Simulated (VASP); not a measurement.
# WC (Fm-3m) in VASP: vibrations by perturbation theory with PBEsol

Aim: the vibrations by perturbation theory of WC with PBEsol.

Program: VASP 6.6.1. These are calculated values, not measurements. Logs are shortened: lines on timing, memory, paths and dates and some standing lists are left out, and cuts for length are marked.

**1. The cell of the first run**

The structure is cubic, space group Fm-3m (No. 225). The conventional cell has a = 4.345 Å, b = 4.345 Å, c = 4.345 Å, α = 90.00°, β = 90.00°, γ = 90.00°. W (site symmetry m-3m) has 6 C at 2.17 Å within 2.9 Å. C (site symmetry m-3m) has 6 W at 2.17 Å within 2.9 Å.

**2. Vibrations by perturbation theory, PBEsol**

The input, INCAR:

```
  PREC = Accurate
  ENCUT = 520
  EDIFF = 1E-8
  ISMEAR = 0
  SIGMA = 0.15
  LREAL = False
  LASPH = True
  NELM = 60
  ALGO = Normal
  ISIF = 2
  LWAVE = False
  LCHARG = True
  GGA = PS
  IBRION = 8
  NSW = 1
```

The input, KPOINTS:

```
Automatic mesh
0
Gamma
  24 24 24
```

The input, POSCAR:

```
WC
1.0
    0.0000000000      2.1726853742      2.1726853742
    2.1726853742      0.0000000000      2.1726853742
    2.1726853742      2.1726853742      0.0000000000
W C
1 1
Direct
    0.0000000000      0.0000000000      0.0000000000
    0.5000000000      0.5000000000      0.5000000000
```

Potentials or basis: VASP PAW PBE potentials, release 64 (W_sv, C).

Run with:

```console
$ cat potpaw_PBE.64/W_sv/POTCAR potpaw_PBE.64/C/POTCAR > POTCAR
$ mpirun -np 1 vasp_std > vasp.out
```

OUTCAR:

```text
PREC = Accurate
   ENCUT = 520
   EDIFF = 1E-8
   ISMEAR = 0
   LREAL = False
   LASPH = True
   NELM = 60
   ISIF = 2
   GGA = PS
   IBRION = 8
   NSW = 1

 ion  position               nearest neighbor table
   1  0.000  0.000  0.000-   2 2.17   2 2.17   2 2.17   2 2.17   2 2.17   2 2.17
   2  0.500  0.500  0.500-   1 2.17   1 2.17   1 2.17   1 2.17   1 2.17   1 2.17

  LATTYP: Found a face centered cubic cell.
 ALAT       =     4.3453707484

  Lattice vectors:

 A1 = (   0.0000000000,   2.1726853742,   2.1726853742)
 A2 = (   2.1726853742,   0.0000000000,   2.1726853742)
 A3 = (   2.1726853742,   2.1726853742,   0.0000000000)

Analysis of symmetry for initial positions (statically):
=====================================================================
 Subroutine PRICEL returns:
 Original cell was already a primitive cell.

 Routine SETGRP: Setting up the symmetry group for a
 face centered cubic supercell.

 Subroutine GETGRP returns: Found 48 space group operations
 (whereof 48 operations were pure point group operations)
 out of a pool of 48 trial point group operations.

The static configuration has the point symmetry O_h .

Analysis of symmetry for dynamics (positions and initial velocities):
=====================================================================
 Subroutine PRICEL returns:
 Original cell was already a primitive cell.

 Routine SETGRP: Setting up the symmetry group for a
 face centered cubic supercell.

 Subroutine GETGRP returns: Found 48 space group operations
 (whereof 48 operations were pure point group operations)
 out of a pool of 48 trial point group operations.

The dynamic configuration has the point symmetry O_h .

 Subroutine INISYM returns: Found 48 space group operations
 (whereof 48 operations are pure point group operations),
 and found     1 'primitive' translations

----------------------------------------------------------------------------------------

                                     Primitive cell

  volume of cell :      20.5126

  direct lattice vectors                    reciprocal lattice vectors
     0.000000000  2.172685374  2.172685374    -0.230129961  0.230129961  0.230129961
     2.172685374  0.000000000  2.172685374     0.230129961 -0.230129961  0.230129961
     2.172685374  2.172685374  0.000000000     0.230129961  0.230129961 -0.230129961

  length of vectors
     3.072641123  3.072641123  3.072641123     0.398596784  0.398596784  0.398596784

  position of ions in fractional coordinates (direct lattice)
     0.000000000  0.000000000  0.000000000
     0.500000000  0.500000000  0.500000000

  ion indices of the primitive-cell ions
   primitive index   ion index
                 1           1
                 2           2

----------------------------------------------------------------------------------------

 KPOINTS: Automatic mesh

Automatic generation of k-mesh.
 Grid dimensions read from file:
 generate k-points for:   24   24   24

 Generating k-lattice:

  Cartesian coordinates                     Fractional coordinates (reciprocal lattice)
    -0.009588748  0.009588748  0.009588748     0.041666667  0.000000000  0.000000000
     0.009588748 -0.009588748  0.009588748     0.000000000  0.041666667  0.000000000
     0.009588748  0.009588748 -0.009588748     0.000000000  0.000000000  0.041666667

  Length of vectors
     0.016608199  0.016608199  0.016608199

  Shift w.r.t. Gamma in fractional coordinates (k-lattice)
     0.000000000  0.000000000  0.000000000
[... 77 lines left out ...]
   LHFCALC =     F    Hartree Fock is set to
   AEXX    =    0.0000 exact exchange contribution
   IVDW    =     0    specifies the selected vdW correction
   LEPSILON=     F    determine dielectric tensor
   LRPA    =     F    only Hartree local field effects (RPA)
 non-spin polarized calculation
 Gauss-broadening in eV      SIGMA  =   0.15
  energy-cutoff  :      520.00
  volume of cell :       20.51
 maximum number of plane-waves:       568
   NGX = 11   NGY = 11   NGZ = 11

--------------------------------------- Ionic step        1  -------------------------------------------

 number of electron      18.0000000 magnetization

 Free energy of the ion-electron system (eV)
  ---------------------------------------------------
  ext. energy  EPLUGINS =         0.00000000
  ---------------------------------------------------
  free energy    TOTEN  =       -23.00204824 eV

  energy without entropy =      -22.99133283  energy(sigma->0) =      -22.99669053

 E-fermi :  12.6700     XC(G=0): -13.9952

 val. band max:       12.6640480918   @ k =   0.3333   0.0417   0.0000
 cond. band min:      12.6764956411   @ k =  -0.2500   0.3333   0.0833
 fundamental gap:      0.0124475493
 Fermi energy:        12.6700010222

 k-point     1 :       0.0000    0.0000    0.0000
  band No.  band energies     occupation
      1     -62.6804      2.00000
      2     -26.6744      2.00000
      3     -26.6744      2.00000
      4     -26.6744      2.00000
      5      -3.3466      2.00000
      6       9.8092      2.00000
      7       9.8092      2.00000
      8       9.8092      2.00000
      9      11.5936      2.00000
     10      11.5936      2.00000
     11      11.5936      2.00000
     12      11.6746      2.00000
     13      11.6746      2.00000
[... 354 lines left out ...]
  band No.  band energies     occupation
      1     -62.6388      2.00000
      2     -27.3066      2.00000
      3     -26.7494      2.00000
      4     -26.7491      2.00000
      5       0.9928      2.00000
      6       3.1426      2.00000
      7       5.9698      2.00000
      8       6.0392      2.00000
      9      13.3765      0.00000
     10      13.7322      0.00000
     11      14.7680      0.00000
     12      18.2789      0.00000
     13      21.0580      0.00000

 [... further k-points ...]
[... 5 lines left out ...]
  --------------------------------------------------------------------------------------
  -------------------------------------------------------------------------------------
  Total        0.1457986      0.1457986      0.1457986      0.0000000      0.0000000      0.0000000
  in kB       11.3878923     11.3878923     11.3878923      0.0000000      0.0000000      0.0000000
  external PRESSURE =      11.3878923 kB  Pullay stress =       0.0000000 kB

 VOLUME and BASIS-vectors are now :
 -----------------------------------------------------------------------------
  energy-cutoff  :      520.00
  volume of cell :       20.51
      direct lattice vectors                 reciprocal lattice vectors
     0.000000000  2.172685374  2.172685374    -0.230129961  0.230129961  0.230129961
     2.172685374  0.000000000  2.172685374     0.230129961 -0.230129961  0.230129961
     2.172685374  2.172685374  0.000000000     0.230129961  0.230129961 -0.230129961

 POSITION                                       TOTAL-FORCE (eV/Angst)
 -----------------------------------------------------------------------------------
      0.00000      0.00000      0.00000         0.000000      0.000000      0.000000
      2.17269      2.17269      2.17269        -0.000000     -0.000000     -0.000000
 -----------------------------------------------------------------------------------
    total drift:                                0.000000     -0.000000     -0.000000

  FREE ENERGIE OF THE ION-ELECTRON SYSTEM (eV)
  ---------------------------------------------------
  free  energy   TOTEN  =       -23.0020482415 eV

  energy  without entropy=      -22.9913328282  energy(sigma->0) =      -22.99669053

[... ionic steps 2 to 3 ...]

--------------------------------------- Ionic step        4  -------------------------------------------

------------------------ aborting loop because EDIFF is reached ----------------------------------------

[... ionic steps 5 to 6 ...]

--------------------------------------- Ionic step        7  -------------------------------------------

 Free energy of the ion-electron system (eV)
  ---------------------------------------------------
  ---------------------------------------------------
  free energy    TOTEN  =        -0.12175973 eV

  energy without entropy =       -0.12175973

------------------------ aborting loop because EDIFF is reached ----------------------------------------

 INTERNAL STRAIN TENSOR  FOR ION    2  DIRECTION 1   (eV/Angst):
 -----------------------------------------------------------------------------
     0.00613 -0.00000  0.00000
     0.00000  0.00027 -0.00000
    -0.00000 -0.00000  0.00027

 INTERNAL STRAIN TENSOR FOR ION    2 for displacements in x,y,z  (eV/Angst):
          X           Y           Z          XY          YZ          ZX
  --------------------------------------------------------------------------------
  x     0.00000     0.00000     0.00000     0.00000     0.00000     0.00000
  y     0.00000     0.00000     0.00000     0.00000     0.00000     0.00000
  z     0.00000     0.00000     0.00000     0.00000     0.00000     0.00000

 SECOND DERIVATIVES (NOT SYMMETRIZED)
 ------------------------------------
               1X          1Y          1Z          2X          2Y          2Z
  1X    -7.484156    0.000000    0.000000    7.484156    0.000000    0.000000
  1Y     0.000000   -7.484156    0.000000    0.000000    7.484156    0.000000
  1Z     0.000000    0.000000   -7.484156    0.000000    0.000000    7.484156
  2X     7.481834    0.000000    0.000000   -7.481834    0.000000    0.000000
  2Y     0.000000    7.481834    0.000000    0.000000   -7.481834    0.000000
  2Z     0.000000    0.000000    7.481834    0.000000    0.000000   -7.481834

 Eigenvectors and eigenvalues of the dynamical matrix
 ----------------------------------------------------

   1 f  =   12.735368 THz    80.018675 2PiTHz  424.806141 cm-1    52.669225 meV
             X         Y         Z           dx          dy          dz
      0.000000  0.000000  0.000000     0.000000    0.247673    0.000000
      2.172685  2.172685  2.172685     0.000000   -0.968844    0.000000
[... 21 lines left out ...]
   6 f/i=    0.000474 THz     0.002978 2PiTHz    0.015812 cm-1     0.001960 meV
             X         Y         Z           dx          dy          dz
      0.000000  0.000000  0.000000     0.000000   -0.968844    0.000000
      2.172685  2.172685  2.172685     0.000000   -0.247673    0.000000

--------------------------------------------------------------------------------------------------------

 ELASTIC MODULI CONTR FROM IONIC RELAXATION (kBar)
 Direction    XX          YY          ZZ          XY          YZ          ZX
 --------------------------------------------------------------------------------
 XX           0.0000      0.0000      0.0000      0.0000      0.0000      0.0000
 YY           0.0000      0.0000      0.0000      0.0000      0.0000      0.0000
 ZZ           0.0000      0.0000      0.0000      0.0000      0.0000      0.0000
 XY           0.0000      0.0000      0.0000      0.0000      0.0000      0.0000
 YZ           0.0000      0.0000      0.0000      0.0000      0.0000      0.0000
 ZX           0.0000      0.0000      0.0000      0.0000      0.0000      0.0000
 --------------------------------------------------------------------------------
```

It took 10 min on 1 thread of Intel Xeon 8259CL, shared host; peak memory 0.69 GiB.

Results:

```
Highest phonon frequency at Γ : 425 cm⁻¹
```

Phonon frequencies in cm⁻¹ (negative: imaginary):
```
              q point        frequencies
(0.000, 0.000, 0.000)  0 0 0 425 425 425
```

Caveat: the cell stands under pressure or tension, which shifts response properties; the PAW data sets were made with another functional, which shifts forces and pressure a little; spin-orbit coupling is left out, which moves the levels of the heavy elements.
